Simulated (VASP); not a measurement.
# BaS in VASP: further runs, part 3 of 3

VASP 6.6.1. The steps go on from the part before.

## 4. Relaxation of shape and atoms at fixed volume, PBEsol (26.63 Å³/atom)

This run uses another cell than the first one, of 26.63 Å³/atom.

Contents of INCAR:

```
PREC     = Accurate       # precision mode
ENCUT    = 600            # plane-wave cutoff, eV
EDIFF    = 1E-6           # SCF threshold, eV
ISMEAR   = 0              # smearing method
SIGMA    = 0.05           # smearing width, eV
LREAL    = False          # projectors in reciprocal space
LASPH    = True           # aspherical terms in the spheres
NELM     = 100            # most SCF steps
ALGO     = Normal         # electronic algorithm
ISIF     = 4              # what is computed and relaxed
LWAVE    = False          # write WAVECAR
LCHARG   = False          # write CHGCAR
GGA      = PS             # functional
IBRION   = 2              # ionic algorithm
NSW      = 60             # ionic steps
EDIFFG   = -0.01          # ionic threshold
```

Contents of KPOINTS:

```
regular mesh
0
Gamma
  6 6 8
```

Contents of POSCAR:

```
BaS
1.0
    5.3062146687      0.0000000000      0.0000000000
    0.0000000000      5.3062146687      0.0000000000
    0.0000000000      0.0000000000      3.7832655544
Ba S
2 2
Direct
    0.5000000000      0.0000000000      0.4263630039
    0.0000000000      0.5000000000      0.5736369961
    0.0000000000      0.0000000000      0.0000000000
    0.5000000000      0.5000000000      0.0000000000
```

Potentials or basis: VASP PAW PBE potentials, release 64 (Ba_sv, S).

The run is started by

```sh
> cat potpaw_PBE.64/Ba_sv/POTCAR potpaw_PBE.64/S/POTCAR > POTCAR
> mpirun -np 1 vasp_std > vasp.out
```

OUTCAR:

```text
PREC = Accurate
   ENCUT = 600
   EDIFF = 1E-6
   ISMEAR = 0
   LREAL = False
   LASPH = True
   NELM = 100
   ISIF = 4
   GGA = PS
   IBRION = 2
   NSW = 60
   EDIFFG = -0.01

 ion  position               nearest neighbor table
   1  0.500  0.000  0.426-   3 3.10   4 3.10   4 3.10   3 3.10   4 3.43   3 3.43   3 3.43   4 3.43
                             2 3.79   2 3.79   2 3.79   2 3.79
   2  0.000  0.500  0.574-   3 3.10   4 3.10   3 3.10   4 3.10   3 3.43   3 3.43   4 3.43   4 3.43
                             1 3.79   1 3.79   1 3.79   1 3.79
   3  0.000  0.000  0.000-   1 3.10   2 3.10   2 3.10   1 3.10   2 3.43   2 3.43   1 3.43   1 3.43

   4  0.500  0.500  0.000-   1 3.10   2 3.10   1 3.10   2 3.10   2 3.43   1 3.43   2 3.43   1 3.43

  LATTYP: Found a simple tetragonal cell.
 ALAT       =     5.3062146687
 C/A-ratio  =     0.7129876552

  Lattice vectors:

 A1 = (   5.3062146687,   0.0000000000,   0.0000000000)
 A2 = (   0.0000000000,   5.3062146687,   0.0000000000)
 A3 = (   0.0000000000,   0.0000000000,   3.7832655544)

Analysis of symmetry for initial positions (statically):
=====================================================================
 Subroutine PRICEL returns:
 Original cell was already a primitive cell.

 Routine SETGRP: Setting up the symmetry group for a
 simple tetragonal supercell.

 Subroutine GETGRP returns: Found 16 space group operations
 (whereof  8 operations were pure point group operations)
 out of a pool of 16 trial point group operations.

The static configuration has the point symmetry D_2d.
 The point group associated with its full space group is D_4h.

Analysis of symmetry for dynamics (positions and initial velocities):
=====================================================================
 Subroutine PRICEL returns:
 Original cell was already a primitive cell.

 Routine SETGRP: Setting up the symmetry group for a
 simple tetragonal supercell.

 Subroutine GETGRP returns: Found 16 space group operations
 (whereof  8 operations were pure point group operations)
 out of a pool of 16 trial point group operations.

The dynamic configuration has the point symmetry D_2d.
 The point group associated with its full space group is D_4h.

 Subroutine INISYM returns: Found 16 space group operations
 (whereof  8 operations are pure point group operations),
 and found     1 'primitive' translations

----------------------------------------------------------------------------------------

                                     Primitive cell

  volume of cell :     106.5213

  direct lattice vectors                    reciprocal lattice vectors
     5.306214669  0.000000000  0.000000000     0.188458263  0.000000000  0.000000000
     0.000000000  5.306214669  0.000000000     0.000000000  0.188458263  0.000000000
     0.000000000  0.000000000  3.783265554     0.000000000  0.000000000  0.264321916

  length of vectors
     5.306214669  5.306214669  3.783265554     0.188458263  0.188458263  0.264321916

  position of ions in fractional coordinates (direct lattice)
     0.500000000  0.000000000  0.426363004
     0.000000000  0.500000000  0.573636996
     0.000000000  0.000000000  0.000000000
     0.500000000  0.500000000  0.000000000

[... 66 lines left out ...]
   NGX,Y,Z   is equivalent  to a cutoff of  13.16, 13.16, 13.18 a.u.
   NGXF,Y,Z  is equivalent  to a cutoff of  26.32, 26.32, 26.37 a.u.
 SYSTEM =  unknown system
   PREC   = accura    normal or accurate (medium, high low for compatibility)
   ISTART =      0    job   : 0-new  1-cont  2-samecut
   ICHARG =      2    charge: 1-file 2-atom 10-const
   ISPIN  =      1    spin polarized calculation?
   LNONCOLLINEAR =      F non collinear calculations
   LSORBIT =      F    spin-orbit coupling
   LASPH  =      T    aspherical Exc in radial PAW
   ENCUT  =  600.0 eV  44.10 Ry    6.64 a.u.  10.60 10.60  7.56*2*pi/ulx,y,z
   NELM   =    100;   NELMIN=  2; NELMDL= -5     # of ELM steps
   EDIFF  = 0.1E-05   stopping-criterion for ELM
   LREAL  =      F    real-space projection
   EDIFFG = -.1E-01   stopping-criterion for IOM
   NSW    =     60    number of steps for IOM
   IBRION =      2    ionic relax: 0-MD 1-quasi-New 2-CG
   NFREE  =      1    steps in history (QN), initial steepest desc. (CG)
   ISIF   =      4    stress and relaxation
   ISYM   =      2    0-nonsym 1-usesym 2-fastsym
   POTIM  = 0.5000    time-step for ionic-motion
   TEBEG  =    0.0;   TEEND  =   0.0 temperature during run
   PSTRESS=    0.0 pullay stress
   NELECT =      32.0000    total number of electrons
   NUPDOWN=      -1.0000    fix difference up-down
   EMIN   =  10.00;   EMAX   =-10.00  energy-range for DOS
   EFERMI =   0.00;   METHOD = LEGACY
   ISMEAR =     0;   SIGMA  =   0.05  broadening in eV -4-tet -1-fermi 0-gaus
   EFERMI_NEDOS =   21; number of points for ismear=-14 and -15
   IALGO  =     38    algorithm
   IMIX   =      4    mixing-type and parameters
     AMIX     =   0.40;   BMIX     =  1.00
     AMIX_MAG =   1.60;   BMIX_MAG =  1.00
  volume/ion in A,a.u.               =      26.63       179.71
  Fermi-wavevector in a.u.,A,eV,Ry     =   1.096426  2.071945 16.356244  1.202150
  Thomas-Fermi vector in A             =   2.232768
   LORBIT       =      0    0 simple, 1 ext, 2 COOP (PROOUT), +10 PAW based schemes
   GGA     = PS    functional components
   LHFCALC =     F    Hartree Fock is set to
   AEXX    =    0.0000 exact exchange contribution
   IVDW    =     0    specifies the selected vdW correction
   LEPSILON=     F    determine dielectric tensor
   LRPA    =     F    only Hartree local field effects (RPA)
 conjugate gradient relaxation of ions
 non-spin polarized calculation
 Gauss-broadening in eV      SIGMA  =   0.05
  energy-cutoff  :      600.00
  volume of cell :      106.52
 maximum number of plane-waves:      3575
   NGX = 21   NGY = 21   NGZ = 15

--------------------------------------- Ionic step        1  -------------------------------------------

 number of electron      31.9999997 magnetization

 Free energy of the ion-electron system (eV)
  ---------------------------------------------------
  ext. energy  EPLUGINS =         0.00000000
  ---------------------------------------------------
  free energy    TOTEN  =       -20.73958544 eV

  energy without entropy =      -20.73958544  energy(sigma->0) =      -20.73958544

------------------------ aborting loop because EDIFF is reached ----------------------------------------

  FORCE on cell =-STRESS in cart. coord.  units (eV):
  Direction    XX          YY          ZZ          XY          YZ          ZX
  --------------------------------------------------------------------------------------
  -------------------------------------------------------------------------------------
  Total        1.5962604      1.5962604      1.4859026      0.0000000      0.0000000      0.0000000
  in kB       24.0092099     24.0092099     22.3493282      0.0000000      0.0000000      0.0000000
  external PRESSURE =      23.4559160 kB  Pullay stress =       0.0000000 kB
[... 95 lines left out ...]
  FREE ENERGIE OF THE ION-ELECTRON SYSTEM (eV)
  ---------------------------------------------------
  free  energy   TOTEN  =       -20.7419552607 eV

  energy  without entropy=      -20.7419552607  energy(sigma->0) =      -20.74195526

[... ionic steps 4 to 9 ...]

--------------------------------------- Ionic step       10  -------------------------------------------

 number of electron      31.9999994 magnetization

------------------------ aborting loop because EDIFF is reached ----------------------------------------
[... 71 lines left out ...]
--------------------------------------- Ionic step       12  -------------------------------------------

 number of electron      31.9999996 magnetization

 Free energy of the ion-electron system (eV)
  ---------------------------------------------------
  ext. energy  EPLUGINS =         0.00000000
  ---------------------------------------------------
  free energy    TOTEN  =       -20.74761275 eV

  energy without entropy =      -20.74761275  energy(sigma->0) =      -20.74761275

 E-fermi :   3.4885     XC(G=0):  -9.8355

 val. band max:        3.2383220426   @ k =   0.0000   0.0000   0.0000
 cond. band min:       4.5481986272   @ k =   0.0000   0.0000   0.0000
 fundamental gap:      1.3098765846
 Fermi energy:         3.4885272448

 k-point     1 :       0.0000    0.0000    0.0000
  band No.  band energies     occupation
      1     -23.6773      2.00000
      2     -23.4578      2.00000
      3      -9.4011      2.00000
      4      -9.4011      2.00000
      5      -8.4285      2.00000
      6      -8.4285      2.00000
[... 541 lines left out ...]
     19       7.4755      0.00000
     20       7.4755      0.00000

 [... further k-points ...]
[... 5 lines left out ...]
  --------------------------------------------------------------------------------------
  -------------------------------------------------------------------------------------
  Total        1.1931283      1.1931283      1.2511259      0.0000000      0.0000000      0.0000000
  in kB       17.9457365     17.9457365     18.8180719      0.0000000      0.0000000      0.0000000
  external PRESSURE =      18.2365149 kB  Pullay stress =       0.0000000 kB
[... 19 lines left out ...]
  FREE ENERGIE OF THE ION-ELECTRON SYSTEM (eV)
  ---------------------------------------------------
  free  energy   TOTEN  =       -20.7476127486 eV

  energy  without entropy=      -20.7476127486  energy(sigma->0) =      -20.74761275

 reached required accuracy - stopping structural energy minimisation
```

It took 7.7 min on 1 thread of Intel Xeon Platinum 8559C (Emerald Rapids), shared host; peak memory 0.3 GiB.

Results:

| Quantity | Value |
| --- | --- |
| Free energy | -20.7476 eV |
| Energy gained by relaxing | 2.0 meV/atom |
| Ionic steps | 12 |
| Pressure after relaxing | 1.8 GPa |
| Band gap on the k mesh | 1.31 eV |

Forces on the atoms (eV/Å):
```
Ba   0.000  0.000  0.003
Ba   0.000  0.000 -0.003
S    0.000  0.000  0.000
S    0.000  0.000  0.000
```

The path:
| step | energy change (eV) | largest force (eV/Å) | pressure (GPa) | volume (Å³) |
| --- | --- | --- | --- | --- |
| 1 | 0.0000 | 0.0850 | 2.35 | 106.52 |
| 2 | -0.0007 | 0.0813 | 2.32 | 106.52 |
| 3 | -0.0024 | 0.0709 | 2.24 | 106.52 |
| 4 | -0.0029 | 0.0524 | 2.09 | 106.52 |
| 5 | -0.0031 | 0.0584 | 2.14 | 106.52 |
| 6 | -0.0036 | 0.0559 | 2.12 | 106.52 |
| 7 | -0.0047 | 0.0474 | 2.09 | 106.52 |
| 8 | -0.0064 | 0.0320 | 2.02 | 106.52 |
| 9 | -0.0078 | 0.0072 | 1.88 | 106.52 |
| 10 | -0.0078 | 0.0065 | 1.87 | 106.52 |
| 11 | -0.0079 | 0.0054 | 1.86 | 106.52 |
| 12 | -0.0080 | 0.0028 | 1.82 | 106.52 |

Final structure:
```xyz
4
Lattice="5.3174 0.0000 0.0000 0.0000 5.3174 0.0000 0.0000 0.0000 3.7674" Properties=species:S:1:pos:R:3 pbc="T T T"
Ba    2.6587    0.0000    1.7143
Ba    5.3174    2.6587    2.0531
S     5.3174    5.3174    0.0000
S     2.6587    2.6587    0.0000
```

Caveat: the PAW data sets were made with another functional, which shifts forces and pressure a little; spin-orbit coupling is left out, which moves the levels of the heavy elements. A k mesh can miss the band edges.

## 5. Overview

| task | cell | cutoff (eV) | gap on the mesh (eV) | pressure (GPa) | largest force (eV/Å) |
| --- | --- | --- | --- | --- | --- |
| single point | a = 5.342, b = 5.342, c = 3.809 Å, 4 atoms, atomic positions A | 520 | 1.49 | 1.2 | 0.14 |
| relaxation of shape and atoms at fixed volume | relaxed from a = 5.275, b = 5.275, c = 3.750 Å, 4 atoms, atomic positions B | 600 | 1.23 | 2.9 | 0.01 |
| relaxation of shape and atoms at fixed volume | relaxed from a = 5.306, b = 5.306, c = 3.783 Å, 4 atoms, atomic positions C | 600 | 1.31 | 1.8 | - |

Alike in all rows: level PBEsol; potentials or basis VASP PAW PBE potentials, release 64 (Ba_sv, S); no spin polarisation; k mesh 6 × 6 × 8; smearing gaussian 0.05 eV.

Caveats: the PAW data sets were made with another functional, which shifts forces and pressure a little; spin-orbit coupling is left out, which moves the levels of the heavy elements.

Total energies depend on the potentials used, so only differences within one code and one set of settings carry meaning.
